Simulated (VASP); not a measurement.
# CaSe in VASP: a series of runs, part 2 of 2

VASP 6.6.1. Earlier steps stand in the parts before.

## (5) Single point, PBE (shear xy strain -1.0%)

INCAR

```
SYSTEM = CaSe
PREC = Accurate
ENCUT = 520
EDIFF = 1E-6
ISMEAR = 0
SIGMA = 0.01
LREAL = .FALSE.
LASPH = .TRUE.
NELM = 60
ALGO = Normal
ISIF = 2
LWAVE = .FALSE.
LCHARG = .FALSE.
GGA = PE
NBANDS = 15
```

KPOINTS

```
Automatic mesh
0
G
  4 4 4
  0 0 0
```

POSCAR

```
CaSe
1.0
   -0.0148376756      2.9675351104      2.9675351104
    2.9675351104     -0.0148376756      2.9675351104
    2.9526974348      2.9526974348      0.0000000000
Ca Se
1 1
Direct
    0.0000000000      0.0000000000      0.0000000000
    0.5000000000      0.5000000000      0.5000000000
```

Potentials or basis: VASP PAW PBE potentials, release 64 (Ca_sv, Se).

Started as:

```console
cat potpaw_PBE.64/Ca_sv/POTCAR potpaw_PBE.64/Se/POTCAR > POTCAR
mpirun -np 1 vasp_std > vasp.out
```

OUTCAR:

```text
SYSTEM = CaSe
   PREC = Accurate
   ENCUT = 520
   EDIFF = 1E-6
   ISMEAR = 0
   LREAL = .FALSE.
   LASPH = .TRUE.
   NELM = 60
   ISIF = 2
   GGA = PE

 ion  position               nearest neighbor table
   1  0.000  0.000  0.000-   2 2.97   2 2.97   2 2.97   2 2.97   2 2.97   2 2.97
   2  0.500  0.500  0.500-   1 2.97   1 2.97   1 2.97   1 2.97   1 2.97   1 2.97

  LATTYP: Found a body centered orthorhombic cell.
 ALAT       =     4.1757447579
 B/A-ratio  =     1.0100502513
 C/A-ratio  =     1.4213201632

  Lattice vectors:

 A1 = (   0.0148376756,  -2.9675351104,  -2.9675351104)
 A2 = (  -0.0148376756,   2.9675351104,  -2.9675351104)
 A3 = (   2.9675351104,  -0.0148376756,   2.9675351104)

Analysis of symmetry for initial positions (statically):
=====================================================================
 Subroutine PRICEL returns:
 Original cell was already a primitive cell.

 Routine SETGRP: Setting up the symmetry group for a
 body centered orthorhombic supercell.

 Subroutine GETGRP returns: Found  8 space group operations
 (whereof  8 operations were pure point group operations)
 out of a pool of  8 trial point group operations.

The static configuration has the point symmetry D_2h.

Analysis of symmetry for dynamics (positions and initial velocities):
=====================================================================
 Subroutine PRICEL returns:
 Original cell was already a primitive cell.

 Routine SETGRP: Setting up the symmetry group for a
 body centered orthorhombic supercell.

 Subroutine GETGRP returns: Found  8 space group operations
 (whereof  8 operations were pure point group operations)
 out of a pool of  8 trial point group operations.

The dynamic configuration has the point symmetry D_2h.

 Subroutine INISYM returns: Found  8 space group operations
 (whereof  8 operations are pure point group operations),
 and found     1 'primitive' translations

[... 116 lines left out ...]
   LEPSILON=     F    determine dielectric tensor
   LRPA    =     F    only Hartree local field effects (RPA)
 non-spin polarized calculation
 Gauss-broadening in eV      SIGMA  =   0.01
  energy-cutoff  :      520.00
  volume of cell :       52.26
 maximum number of plane-waves:      1416
   NGX = 15   NGY = 15   NGZ = 15

 number of electron      15.9999997 magnetization

 Free energy of the ion-electron system (eV)
  ---------------------------------------------------
  ext. energy  EPLUGINS =         0.00000000
  ---------------------------------------------------
  free energy    TOTEN  =        -9.46767800 eV

  energy without entropy =       -9.46767800  energy(sigma->0) =       -9.46767800

 E-fermi :   2.5586     XC(G=0):  -9.1090

 val. band max:        2.4181475442   @ k =   0.0000   0.0000   0.0000
 cond. band min:       4.4269576283   @ k =   0.5000   0.5000   0.0000
 fundamental gap:      2.0088100841
 Fermi energy:         2.5586217477

 k-point     1 :       0.0000    0.0000    0.0000
  band No.  band energies     occupation
      1     -37.4065      2.00000
      2     -18.3995      2.00000
      3     -18.3984      2.00000
      4     -18.3974      2.00000
      5      -9.3724      2.00000
      6       2.3621      2.00000
      7       2.3895      2.00000
      8       2.4181      2.00000
      9       5.6695      0.00000
     10       6.0518      0.00000
     11       6.0906      0.00000
     12       6.1229      0.00000
     13       6.6457      0.00000
     14       6.6458      0.00000
[... 293 lines left out ...]
      2     -18.4569      2.00000
      3     -18.4504      2.00000
      4     -18.4362      2.00000
      5      -8.7170      2.00000
      6       0.4184      2.00000
      7       0.4378      2.00000
      8       0.7338      2.00000
      9       6.7645      0.00000
     10       6.7800      0.00000
     11       7.5915      0.00000
     12       8.0750      0.00000
     13       8.3919      0.00000
     14      10.9231      0.00000
     15      11.3209      0.00000

------------------------ aborting loop because EDIFF is reached ----------------------------------------

  FORCE on cell =-STRESS in cart. coord.  units (eV):
  Direction    XX          YY          ZZ          XY          YZ          ZX
  --------------------------------------------------------------------------------------
  -------------------------------------------------------------------------------------
  Total        0.2796545      0.2796545      0.2783374      0.0898540      0.0000000      0.0000000
  in kB        8.5728574      8.5728574      8.5324816      2.7544905      0.0000000      0.0000000
  external PRESSURE =       8.5593988 kB  Pullay stress =       0.0000000 kB

 VOLUME and BASIS-vectors are now :
 -----------------------------------------------------------------------------
  energy-cutoff  :      520.00
  volume of cell :       52.26
      direct lattice vectors                 reciprocal lattice vectors
    -0.014837676  2.967535110  2.967535110    -0.167651744  0.167651744  0.168490003
     2.967535110 -0.014837676  2.967535110     0.167651744 -0.167651744  0.168490003
     2.952697435  2.952697435  0.000000000     0.169336687  0.169336687 -0.168490003

 POSITION                                       TOTAL-FORCE (eV/Angst)
 -----------------------------------------------------------------------------------
      0.00000      0.00000      0.00000        -0.000000     -0.000000      0.000000
      2.95270      2.95270      2.96754         0.000000      0.000000      0.000000
 -----------------------------------------------------------------------------------
    total drift:                                0.000000     -0.000000     -0.000000

  FREE ENERGIE OF THE ION-ELECTRON SYSTEM (eV)
  ---------------------------------------------------
  free  energy   TOTEN  =        -9.4676780048 eV

  energy  without entropy=       -9.4676780048  energy(sigma->0) =       -9.46767800
```

OSZICAR:

```text
N       E                     dE             d eps       ncg     rms          rms(c)
DAV:   1     0.111197236972E+03    0.11120E+03   -0.73670E+03   540   0.975E+02
DAV:   2    -0.480441418757E+01   -0.11600E+03   -0.11026E+03   673   0.242E+02
DAV:   3    -0.940565032486E+01   -0.46012E+01   -0.45611E+01   744   0.473E+01
DAV:   4    -0.961358370366E+01   -0.20793E+00   -0.20777E+00   755   0.832E+00
DAV:   5    -0.961470616996E+01   -0.11225E-02   -0.11224E-02   716   0.721E-01    0.427E+00
DAV:   6    -0.947092004104E+01    0.14379E+00   -0.19458E-01   652   0.230E+00    0.254E+00
DAV:   7    -0.946334164417E+01    0.75784E-02   -0.10329E-01   713   0.200E+00    0.816E-01
DAV:   8    -0.946742387778E+01   -0.40822E-02   -0.11751E-02   554   0.833E-01    0.110E-01
DAV:   9    -0.946754233409E+01   -0.11846E-03   -0.62431E-04   694   0.250E-01    0.480E-02
DAV:  10    -0.946765878715E+01   -0.11645E-03   -0.14435E-04   568   0.742E-02    0.167E-02
DAV:  11    -0.946767959873E+01   -0.20812E-04   -0.53423E-05   624   0.645E-02    0.903E-03
DAV:  12    -0.946767847874E+01    0.11200E-05   -0.25301E-06   640   0.128E-02    0.464E-03
DAV:  13    -0.946767800476E+01    0.47398E-06   -0.10104E-06   384   0.633E-03
   1 F= -.94676780E+01 E0= -.94676780E+01  d E =-.176160E-89
```

stdout:

```text
POSCAR found type information on POSCAR CaSe
 POSCAR found :  2 types and       2 ions
 scaLAPACK will be used
 LDA part: xc-table for (Slater+PW92), standard interpolation
 POSCAR, INCAR and KPOINTS ok, starting setup
 FFT: planning ... GRIDC
 FFT: planning ... GRID_SOFT
 FFT: planning ... GRID
 WAVECAR not read
 entering main loop
```

It took 13 s on 1 thread of Intel Xeon Platinum 8259CL at 2.50GHz (Skylake/Cascade Lake), shared host; peak memory 0.17 GiB.

Results:

```yaml
Free_energy: -9.4677 eV
Pressure: 0.9 GPa
Band_gap_on_the_k_mesh: 2.01 eV, indirect (least direct gap 2.92 eV)
```

Levels at points of the mesh, in eV from the valence-band top:
```tsv
k point	band 5	band 6	band 7	band 8	band 9	band 10	band 11	band 12
(0.00, 0.00, 0.00)	-11.79	-0.06	-0.03	0.00	3.25	3.63	3.67	3.70
(0.50, 0.00, 0.00)	-11.12	-3.28	-1.21	-1.17	4.48	5.38	5.44	5.45
(0.50, 0.50, 0.00)	-11.22	-2.53	-0.99	-0.91	2.01	4.97	4.98	5.94
(0.00, 0.00, 0.50)	-11.11	-3.27	-1.24	-1.21	4.45	5.40	5.43	5.48
(0.50, 0.00, 0.50)	-11.22	-2.53	-0.95	-0.95	2.01	4.97	4.98	5.94
```

Caveat: the k points lie up to 0.46 Å⁻¹ apart; the cell differs from its parent crystal (shear xy strain -1.0%).

## (6) Single point, PBE (strain -1.0%)

INCAR

```
ALGO = Normal
EDIFF = 1E-7
ENCUT = 520
GGA = PE
ISIF = 2
ISMEAR = -1
LASPH = T
LCHARG = F
LREAL = F
LWAVE = F
NBANDS = 15
NELM = 80
PREC = Accurate
SIGMA = 0.02
```

KPOINTS

```
k-points
0
Gamma
  8 8 8
```

POSCAR

```
CaSe
1.0
    0.0000000000      2.9378597593      2.9378597593
    2.9378597593      0.0000000000      2.9378597593
    2.9378597593      2.9378597593      0.0000000000
Ca Se
1 1
Direct
    0.0000000000      0.0000000000      0.0000000000
    0.5000000000      0.5000000000      0.5000000000
```

Potentials or basis: VASP PAW PBE potentials, release 64 (Ca_sv, Se).

Started as:

```console
cat potpaw_PBE.64/Ca_sv/POTCAR potpaw_PBE.64/Se/POTCAR > POTCAR
mpirun -np 1 vasp_std > vasp.out
```

OUTCAR:

```text
EDIFF = 1E-7
   ENCUT = 520
   GGA = PE
   ISIF = 2
   ISMEAR = -1
   LASPH = T
   LREAL = F
   NELM = 80
   PREC = Accurate

 ion  position               nearest neighbor table
   1  0.000  0.000  0.000-   2 2.94   2 2.94   2 2.94   2 2.94   2 2.94   2 2.94
   2  0.500  0.500  0.500-   1 2.94   1 2.94   1 2.94   1 2.94   1 2.94   1 2.94

  LATTYP: Found a face centered cubic cell.
 ALAT       =     5.8757195186

  Lattice vectors:

 A1 = (   0.0000000000,   2.9378597593,   2.9378597593)
 A2 = (   2.9378597593,   0.0000000000,   2.9378597593)
 A3 = (   2.9378597593,   2.9378597593,   0.0000000000)

Analysis of symmetry for initial positions (statically):
=====================================================================
 Subroutine PRICEL returns:
 Original cell was already a primitive cell.

 Routine SETGRP: Setting up the symmetry group for a
 face centered cubic supercell.

 Subroutine GETGRP returns: Found 48 space group operations
 (whereof 48 operations were pure point group operations)
 out of a pool of 48 trial point group operations.

The static configuration has the point symmetry O_h .

Analysis of symmetry for dynamics (positions and initial velocities):
=====================================================================
 Subroutine PRICEL returns:
 Original cell was already a primitive cell.

 Routine SETGRP: Setting up the symmetry group for a
 face centered cubic supercell.

 Subroutine GETGRP returns: Found 48 space group operations
 (whereof 48 operations were pure point group operations)
 out of a pool of 48 trial point group operations.

The dynamic configuration has the point symmetry O_h .

 Subroutine INISYM returns: Found 48 space group operations
 (whereof 48 operations are pure point group operations),
 and found     1 'primitive' translations

[... 115 lines left out ...]
  volume/ion in A,a.u.               =      25.36       171.12
  Fermi-wavevector in a.u.,A,eV,Ry     =   1.114484  2.106069 16.899445  1.242074
  Thomas-Fermi vector in A             =   2.251079
   LORBIT       =      0    0 simple, 1 ext, 2 COOP (PROOUT), +10 PAW based schemes
   GGA     = PE    functional components
   LHFCALC =     F    Hartree Fock is set to
   AEXX    =    0.0000 exact exchange contribution
   IVDW    =     0    specifies the selected vdW correction
   LEPSILON=     F    determine dielectric tensor
   LRPA    =     F    only Hartree local field effects (RPA)
 non-spin polarized calculation
  energy-cutoff  :      520.00
  volume of cell :       50.71
 maximum number of plane-waves:      1384
   NGX = 15   NGY = 15   NGZ = 15

 number of electron      16.0000001 magnetization

 Free energy of the ion-electron system (eV)
  ---------------------------------------------------
  ext. energy  EPLUGINS =         0.00000000
  ---------------------------------------------------
  free energy    TOTEN  =        -9.46889441 eV

  energy without entropy =       -9.46889441  energy(sigma->0) =       -9.46889441

 E-fermi :   3.1024     XC(G=0):  -9.2407

 val. band max:        2.5876872219   @ k =   0.0000   0.0000   0.0000
 cond. band min:       4.5617126270   @ k =   0.5000   0.5000   0.0000
 fundamental gap:      1.9740254052
 Fermi energy:         3.1024154727

 k-point     1 :       0.0000    0.0000    0.0000
  band No.  band energies     occupation
      1     -37.1011      2.00000
      2     -18.0988      2.00000
      3     -18.0988      2.00000
      4     -18.0988      2.00000
      5      -9.2824      2.00000
      6       2.5877      2.00000
      7       2.5877      2.00000
      8       2.5877      2.00000
      9       6.0390      0.00000
     10       6.2858      0.00000
     11       6.2858      0.00000
     12       6.2858      0.00000
     13       6.8749      0.00000
     14       6.8749      0.00000
[... 401 lines left out ...]
      2     -18.2012      2.00000
      3     -18.1347      2.00000
      4     -18.1172      2.00000
      5      -8.5636      2.00000
      6      -0.3089      2.00000
      7       0.9139      2.00000
      8       1.3102      2.00000
      9       7.0878      0.00000
     10       7.3752      0.00000
     11       8.3690      0.00000
     12       8.6724      0.00000
     13       9.0153      0.00000
     14       9.9033      0.00000
     15      11.3474      0.00000

 [... further k-points ...]
[... 5 lines left out ...]
  --------------------------------------------------------------------------------------
  -------------------------------------------------------------------------------------
  Total        0.7496460      0.7496460      0.7496460      0.0000000      0.0000000      0.0000000
  in kB       23.6833773     23.6833773     23.6833773      0.0000000      0.0000000      0.0000000
  external PRESSURE =      23.6833773 kB  Pullay stress =       0.0000000 kB

 VOLUME and BASIS-vectors are now :
 -----------------------------------------------------------------------------
  energy-cutoff  :      520.00
  volume of cell :       50.71
      direct lattice vectors                 reciprocal lattice vectors
     0.000000000  2.937859759  2.937859759    -0.170191922  0.170191922  0.170191922
     2.937859759  0.000000000  2.937859759     0.170191922 -0.170191922  0.170191922
     2.937859759  2.937859759  0.000000000     0.170191922  0.170191922 -0.170191922

 POSITION                                       TOTAL-FORCE (eV/Angst)
 -----------------------------------------------------------------------------------
      0.00000      0.00000      0.00000        -0.000000      0.000000      0.000000
      2.93786      2.93786      2.93786         0.000000     -0.000000     -0.000000
 -----------------------------------------------------------------------------------
    total drift:                                0.000000     -0.000000     -0.000000

  FREE ENERGIE OF THE ION-ELECTRON SYSTEM (eV)
  ---------------------------------------------------
  free  energy   TOTEN  =        -9.4688944101 eV

  energy  without entropy=       -9.4688944101  energy(sigma->0) =       -9.46889441
```

Run time: 17 s. Hardware: 1 thread of Intel Xeon Platinum 8259CL at 2.50GHz (Skylake/Cascade Lake), shared host; peak memory 0.18 GiB.

What came out:

```
Free energy            : -9.4689 eV
Pressure               : 2.4 GPa
Band gap on the k mesh : 1.97 eV, indirect (least direct gap 2.93 eV)
```

Caveat: the cell differs from its parent crystal (strain -1.0%).

## (7) Overview

| cell | k mesh | smearing | gap on the mesh (eV) | pressure (GPa) |
| --- | --- | --- | --- | --- |
| a = 4.155 Å, angles 60.0°, 2 atoms | 4 × 4 × 4 | gaussian 0.01 eV | 1.96 | 2.5 |
| a = 4.197 Å, angles 60.0°, 2 atoms | 4 × 4 × 4 | gaussian 0.01 eV | 2.04 | 0.9 |
| a = 4.338 Å, angles 57.9°, 2 atoms | 4 × 4 × 4 | gaussian 0.01 eV | 2.04 | -1.4 |
| a = 4.197, b = 4.197, c = 4.176 Å, angles 60.2, 60.2, 60.3°, 2 atoms | 4 × 4 × 4 | gaussian 0.01 eV | 2.01 | 0.9 |
| a = 4.155 Å, angles 60.0°, 2 atoms | 8 × 8 × 8 | fermi-dirac 0.02 eV | 1.97 | 2.4 |

Alike in all rows: task single point; level PBE; potentials or basis VASP PAW PBE potentials, release 64 (Ca_sv, Se); no spin polarisation; cutoff (eV) 520.

Caveats: some runs use coarse meshes.

Total energies depend on the potentials used, so only differences within one code and one set of settings carry meaning.
